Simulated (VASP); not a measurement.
# CdH2O2 (P-3m1) in VASP: notebook

The runs below take CdH2O2 through single point, with PBEsol.

Program: VASP 6.6.1. These are calculated values, not measurements. Logs are shortened: lines on timing, memory, paths and dates and some standing lists are left out, and cuts for length are marked.

### 1 The cell of the first run

It takes space group P-3m1 (No. 164, trigonal). The conventional cell has a = 3.516 Å, b = 3.516 Å, c = 4.782 Å, α = 90.00°, β = 90.00°, γ = 120.00°. Cd (site symmetry -3m) has 6 O at 2.33 Å and 6 H at 2.95 Å within 3.1 Å. H (site symmetry 3m) has 1 O at 1.00 Å within 1.3 Å. O (site symmetry 3m) has 1 H at 1.00 Å within 1.3 Å.

### 2 Single point, PBEsol (strain +0.000 along x and y, +0.030 along z)

INCAR

```
  PREC = Accurate
  ENCUT = 520
  EDIFF = 1E-6
  ISMEAR = 0
  SIGMA = 0.05
  LREAL = F
  LASPH = T
  NELM = 80
  ALGO = Normal
  ISIF = 2
  LWAVE = F
  LCHARG = T
  GGA = PS
  LELF = T
  LVHAR = T
  NBANDS = 21
```

KPOINTS

```
Automatic mesh
0
Gamma
  9 9 6
```

POSCAR

```
CdH2O2
1.0
    3.5155259648      0.0000000000      0.0000000000
   -1.7577629824      3.0445347931      0.0000000000
    0.0000000000      0.0000000000      4.7822686687
Cd H O
1 2 2
Direct
    0.0000000000      0.0000000000      0.0000000000
    0.6666666667      0.3333333333      0.5509607200
    0.3333333333      0.6666666667      0.4490392800
    0.6666666667      0.3333333333      0.7593720000
    0.3333333333      0.6666666667      0.2406280000
```

Potentials or basis: VASP PAW PBE potentials, release 64 (Cd, H, O).

Launch:

```sh
cat potpaw_PBE.64/Cd/POTCAR potpaw_PBE.64/H/POTCAR potpaw_PBE.64/O/POTCAR > POTCAR
mpirun -np 1 vasp_std > vasp.out
```

OUTCAR:

```text
PREC = Accurate
   ENCUT = 520
   EDIFF = 1E-6
   ISMEAR = 0
   LREAL = F
   LASPH = T
   NELM = 80
   ISIF = 2
   GGA = PS

 ion  position               nearest neighbor table
   1  0.000  0.000  0.000-   4 2.33   5 2.33   5 2.33   4 2.33   4 2.33   5 2.33
   2  0.667  0.333  0.551-   4 1.00
   3  0.333  0.667  0.449-   5 1.00
   4  0.667  0.333  0.759-   2 1.00   1 2.33   1 2.33   1 2.33
   5  0.333  0.667  0.241-   3 1.00   1 2.33   1 2.33   1 2.33

  LATTYP: Found a hexagonal cell.
 ALAT       =     3.5155259648
 C/A-ratio  =     1.3603280751

  Lattice vectors:

 A1 = (   3.5155259648,   0.0000000000,   0.0000000000)
 A2 = (  -1.7577629824,   3.0445347931,   0.0000000000)
 A3 = (   0.0000000000,   0.0000000000,   4.7822686687)

Analysis of symmetry for initial positions (statically):
=====================================================================
 Subroutine PRICEL returns:
 Original cell was already a primitive cell.

 Routine SETGRP: Setting up the symmetry group for a
 hexagonal supercell.

 Subroutine GETGRP returns: Found 12 space group operations
 (whereof 12 operations were pure point group operations)
 out of a pool of 24 trial point group operations.

The static configuration has the point symmetry D_3d.

Analysis of symmetry for dynamics (positions and initial velocities):
=====================================================================
 Subroutine PRICEL returns:
 Original cell was already a primitive cell.

 Routine SETGRP: Setting up the symmetry group for a
 hexagonal supercell.

 Subroutine GETGRP returns: Found 12 space group operations
 (whereof 12 operations were pure point group operations)
 out of a pool of 24 trial point group operations.

The dynamic configuration has the point symmetry D_3d.

 Subroutine INISYM returns: Found 12 space group operations
 (whereof 12 operations are pure point group operations),
 and found     1 'primitive' translations

----------------------------------------------------------------------------------------

                                     Primitive cell

  volume of cell :      51.1853

  direct lattice vectors                    reciprocal lattice vectors
     3.515525965  0.000000000  0.000000000     0.284452457  0.164228703  0.000000000
    -1.757762982  3.044534793  0.000000000     0.000000000  0.328457406  0.000000000
     0.000000000  0.000000000  4.782268669     0.000000000  0.000000000  0.209105776

  length of vectors
     3.515525965  3.515525965  4.782268669     0.328457406  0.328457406  0.209105776

  position of ions in fractional coordinates (direct lattice)
     0.000000000  0.000000000  0.000000000
     0.666666667  0.333333333  0.550960720
     0.333333333  0.666666667  0.449039280
     0.666666667  0.333333333  0.759372000
     0.333333333  0.666666667  0.240628000

  ion indices of the primitive-cell ions
   primitive index   ion index
                 1           1
                 2           2
                 3           3
                 4           4
                 5           5

----------------------------------------------------------------------------------------

 KPOINTS: Automatic mesh

Automatic generation of k-mesh.
 Grid dimensions read from file:
 generate k-points for:    9    9    6

 Generating k-lattice:

  Cartesian coordinates                     Fractional coordinates (reciprocal lattice)
     0.031605829  0.018247634  0.000000000     0.111111111  0.000000000  0.000000000
     0.000000000  0.036495267  0.000000000     0.000000000  0.111111111  0.000000000
     0.000000000  0.000000000  0.034850963     0.000000000  0.000000000  0.166666667

  Length of vectors
     0.036495267  0.036495267  0.034850963

  Shift w.r.t. Gamma in fractional coordinates (k-lattice)
     0.000000000  0.000000000  0.000000000

 Subroutine IBZKPT returns following result:
 ===========================================

 Found     62 irreducible k-points:

 Following reciprocal coordinates:
            Coordinates               Weight
  0.000000  0.000000  0.000000      1.000000
  0.111111  0.000000  0.000000      6.000000
  0.222222 -0.000000  0.000000      6.000000
  0.333333  0.000000  0.000000      6.000000
  0.444444 -0.000000  0.000000      6.000000
  0.111111  0.111111  0.000000      6.000000
[... 16 lines left out ...]
  0.222222  0.111111  0.166667     12.000000
 -0.111111  0.333333  0.166667     12.000000
 [... further k-points ...]
   k-points           NKPTS =     62   k-points in BZ     NKDIM =     62   number of bands    NBANDS=     21
   number of dos      NEDOS =    301   number of ions     NIONS =      5
   total plane-waves  NPLWV =  28224
   dimension x,y,z NGX =    28 NGY =   28 NGZ =   36
   dimension x,y,z NGXF=    56 NGYF=   56 NGZF=   72
   ions per type =               1   2   2
   NGX,Y,Z   is equivalent  to a cutoff of  13.24, 13.24, 12.51 a.u.
   NGXF,Y,Z  is equivalent  to a cutoff of  26.48, 26.48, 25.03 a.u.
 SYSTEM =  unknown system
   PREC   = accura    normal or accurate (medium, high low for compatibility)
   ISTART =      0    job   : 0-new  1-cont  2-samecut
   ICHARG =      2    charge: 1-file 2-atom 10-const
   ISPIN  =      1    spin polarized calculation?
   LNONCOLLINEAR =      F non collinear calculations
   LSORBIT =      F    spin-orbit coupling
   LASPH  =      T    aspherical Exc in radial PAW
   ENCUT  =  520.0 eV  38.22 Ry    6.18 a.u.   6.54  6.54  8.89*2*pi/ulx,y,z
   NELM   =     80;   NELMIN=  2; NELMDL= -5     # of ELM steps
   EDIFF  = 0.1E-05   stopping-criterion for ELM
   LREAL  =      F    real-space projection
   EDIFFG = 0.1E-04   stopping-criterion for IOM
   NSW    =      0    number of steps for IOM
   IBRION =     -1    ionic relax: 0-MD 1-quasi-New 2-CG
   NFREE  =      0    steps in history (QN), initial steepest desc. (CG)
   ISIF   =      2    stress and relaxation
   ISYM   =      2    0-nonsym 1-usesym 2-fastsym
   POTIM  = 0.5000    time-step for ionic-motion
   TEBEG  =    0.0;   TEEND  =   0.0 temperature during run
   PSTRESS=    0.0 pullay stress
   NELECT =      26.0000    total number of electrons
   NUPDOWN=      -1.0000    fix difference up-down
   EMIN   =  10.00;   EMAX   =-10.00  energy-range for DOS
   EFERMI =   0.00;   METHOD = LEGACY
   ISMEAR =     0;   SIGMA  =   0.05  broadening in eV -4-tet -1-fermi 0-gaus
   EFERMI_NEDOS =   21; number of points for ismear=-14 and -15
   IALGO  =     38    algorithm
   IMIX   =      4    mixing-type and parameters
     AMIX     =   0.40;   BMIX     =  1.00
     AMIX_MAG =   1.60;   BMIX_MAG =  1.00
  volume/ion in A,a.u.               =      10.24        69.08
  Fermi-wavevector in a.u.,A,eV,Ry     =   1.306224  2.468405 23.214535  1.706220
  Thomas-Fermi vector in A             =   2.437040
   LORBIT       =      0    0 simple, 1 ext, 2 COOP (PROOUT), +10 PAW based schemes
   GGA     = PS    functional components
   LHFCALC =     F    Hartree Fock is set to
   AEXX    =    0.0000 exact exchange contribution
   IVDW    =     0    specifies the selected vdW correction
   LEPSILON=     F    determine dielectric tensor
   LRPA    =     F    only Hartree local field effects (RPA)
 non-spin polarized calculation
 Gauss-broadening in eV      SIGMA  =   0.05
  energy-cutoff  :      520.00
  volume of cell :       51.19
 maximum number of plane-waves:      1410
 NGX is ok and might be reduce to    28
   NGX = 13   NGY = 13   NGZ = 17

 number of electron      25.9999999 magnetization

 Free energy of the ion-electron system (eV)
  ---------------------------------------------------
  ext. energy  EPLUGINS =         0.00000000
  ---------------------------------------------------
  free energy    TOTEN  =       -23.44436051 eV

  energy without entropy =      -23.44436051  energy(sigma->0) =      -23.44436051

 E-fermi :  -0.1075     XC(G=0): -10.0826

 val. band max:       -0.3311006414   @ k =   0.4444  -0.0000   0.0000
 cond. band min:       1.1759590556   @ k =   0.0000   0.0000   0.0000
 fundamental gap:      1.5070596970
 Fermi energy:        -0.1075263598

 k-point     1 :       0.0000    0.0000    0.0000
  band No.  band energies     occupation
      1     -18.5348      2.00000
      2     -17.5923      2.00000
      3      -7.8039      2.00000
      4      -6.6550      2.00000
      5      -6.6550      2.00000
      6      -5.9648      2.00000
[... 13 lines left out ...]
     20      13.8742      0.00000
     21      16.7356      0.00000

 k-point     2 :       0.1111    0.0000    0.0000
  band No.  band energies     occupation
      1     -18.4880      2.00000
      2     -17.6083      2.00000
      3      -7.6898      2.00000
      4      -6.6734      2.00000
      5      -6.6041      2.00000
      6      -6.0006      2.00000
[... 13 lines left out ...]
     20      14.6846      0.00000
     21      16.2501      0.00000

 k-point     3 :       0.2222   -0.0000    0.0000
  band No.  band energies     occupation
      1     -18.3622      2.00000
      2     -17.6550      2.00000
      3      -7.3971      2.00000
      4      -6.6897      2.00000
      5      -6.4899      2.00000
      6      -6.1145      2.00000
[... 13 lines left out ...]
     20      13.6346      0.00000
     21      15.1637      0.00000
[... 457 lines left out ...]
 k-point    23 :       0.2222    0.1111    0.1667
  band No.  band energies     occupation
      1     -18.2192      2.00000
      2     -17.7374      2.00000
      3      -7.0666      2.00000
      4      -6.8488      2.00000
      5      -6.3915      2.00000
      6      -6.1644      2.00000
[... 13 lines left out ...]
     20      12.6415      0.00000
     21      15.1239      0.00000

 k-point    24 :      -0.1111    0.3333    0.1667
  band No.  band energies     occupation
      1     -18.2319      2.00000
      2     -17.7217      2.00000
      3      -7.2651      2.00000
      4      -6.6901      2.00000
      5      -6.4087      2.00000
      6      -6.1862      2.00000
[... 13 lines left out ...]
     20      13.3248      0.00000
     21      14.8705      0.00000

 [... further k-points ...]

------------------------ aborting loop because EDIFF is reached ----------------------------------------

  FORCE on cell =-STRESS in cart. coord.  units (eV):
  Direction    XX          YY          ZZ          XY          YZ          ZX
  --------------------------------------------------------------------------------------
  -------------------------------------------------------------------------------------
  Total       -0.7305888     -0.7305888     -2.6099503     -0.0000000      0.0000000      0.0000000
  in kB      -22.8685351    -22.8685351    -81.6953982     -0.0000000      0.0000000      0.0000000
  external PRESSURE =     -42.4774894 kB  Pullay stress =       0.0000000 kB

 VOLUME and BASIS-vectors are now :
 -----------------------------------------------------------------------------
  energy-cutoff  :      520.00
  volume of cell :       51.19
      direct lattice vectors                 reciprocal lattice vectors
     3.515525965  0.000000000  0.000000000     0.284452457  0.164228703  0.000000000
    -1.757762982  3.044534793  0.000000000     0.000000000  0.328457406  0.000000000
     0.000000000  0.000000000  4.782268669     0.000000000  0.000000000  0.209105776

 POSITION                                       TOTAL-FORCE (eV/Angst)
 -----------------------------------------------------------------------------------
      0.00000      0.00000      0.00000         0.000000      0.000000      0.000000
      1.75776      1.01484      2.63484        -0.000000      0.000000      0.689191
     -0.00000      2.02969      2.14743         0.000000     -0.000000     -0.689191
      1.75776      1.01484      3.63152        -0.000000      0.000000     -0.394814
     -0.00000      2.02969      1.15075         0.000000      0.000000      0.394814
 -----------------------------------------------------------------------------------
    total drift:                                0.000000     -0.000000      0.000000

  FREE ENERGIE OF THE ION-ELECTRON SYSTEM (eV)
  ---------------------------------------------------
  free  energy   TOTEN  =       -23.4443605111 eV

  energy  without entropy=      -23.4443605111  energy(sigma->0) =      -23.44436051
```

Run time: 33 s. Hardware: 1 thread of AMD EPYC 9R45 (Zen 5), shared host; peak memory 0.18 GiB.

Results:

| Property | Result |
| --- | --- |
| Free energy | -23.4444 eV |
| Pressure | -4.2 GPa |
| Largest force | 0.689 eV/Å |
| Band gap on the k mesh | 1.51 eV (least direct gap 1.80 eV) |

Forces on the atoms (eV/Å):
```
Cd   0.000  0.000  0.000
H    0.000  0.000  0.689
H    0.000  0.000 -0.689
O    0.000  0.000 -0.395
O    0.000  0.000  0.395
```

Stress tensor (GPa, compression positive):
```
-2.29  0.00  0.00
 0.00 -2.29  0.00
 0.00  0.00 -8.17
```

Caveat: the cell differs from its parent crystal (strain +0.000 along x and y, +0.030 along z); the stress differs along the axes, from -8 to -2 GPa; the PAW data sets were made with another functional, which shifts forces and pressure a little. A k mesh can miss the band edges.

### 3 Single point, PBEsol (strain +0.030 along x and y, -0.030 along z)

INCAR

```
PREC     = Accurate       # precision mode
ENCUT    = 520            # plane-wave cutoff, eV
EDIFF    = 1E-6           # SCF threshold, eV
ISMEAR   = 0              # smearing method
SIGMA    = 0.05           # smearing width, eV
LREAL    = False          # projectors in reciprocal space
LASPH    = True           # aspherical terms in the spheres
NELM     = 60             # most SCF steps
ALGO     = Normal         # electronic algorithm
ISIF     = 2              # what is computed and relaxed
LWAVE    = False          # write WAVECAR
LCHARG   = False          # write CHGCAR
GGA      = PS             # functional
NBANDS   = 21             # bands
```

KPOINTS is that of step 2.

Edit POSCAR of step 2 so:

```diff
@@ -2,5 +2,5 @@
 1.0
-    3.5155259648      0.0000000000      0.0000000000
-   -1.7577629824      3.0445347931      0.0000000000
-    0.0000000000      0.0000000000      4.7822686687
+    3.6209917437      0.0000000000      0.0000000000
+   -1.8104958718      3.1358708369      0.0000000000
+    0.0000000000      0.0000000000      4.5036899113
 Cd H O
```

Potentials or basis: VASP PAW PBE potentials, release 64 (Cd, H, O).

Launch:

```sh
cat potpaw_PBE.64/Cd/POTCAR potpaw_PBE.64/H/POTCAR potpaw_PBE.64/O/POTCAR > POTCAR
mpirun -np 1 vasp_std > vasp.out
```

Run time: 32 s. Hardware: 1 thread of AMD EPYC 9R45 (Zen 5), shared host; peak memory 0.18 GiB.

The run converged. Its results:

| Quantity | Value |
| --- | --- |
| Free energy | -23.3429 eV |
| Pressure | 0.1 GPa |
| Largest force | 2.501 eV/Å |
| Band gap on the k mesh | 1.54 eV (least direct gap 1.98 eV) |

Forces on the atoms (eV/Å):
```
Cd   0.000  0.000  0.000
H    0.000  0.000 -2.260
H    0.000  0.000  2.260
O    0.000  0.000  2.501
O    0.000  0.000 -2.501
```

Stress tensor (GPa, compression positive):
```
-5.65  0.00  0.00
 0.00 -5.65  0.00
 0.00  0.00 11.62
```

Levels at points of the mesh, in eV from the valence-band top:
| k point | band 11 | band 12 | band 13 | band 14 | band 15 | band 16 |
| --- | --- | --- | --- | --- | --- | --- |
| (0.00, 0.00, 0.00) | -0.98 | -0.43 | -0.43 | 1.54 | 6.17 | 10.38 |
| (0.00, 0.00, 0.50) | -1.25 | -0.12 | -0.12 | 4.17 | 4.18 | 11.57 |

Caveat: the cell differs from its parent crystal (strain +0.030 along x and y, -0.030 along z); the stress differs along the axes, from -6 to 12 GPa; the PAW data sets were made with another functional, which shifts forces and pressure a little. A k mesh can miss the band edges.

[end of part 1 of 2]
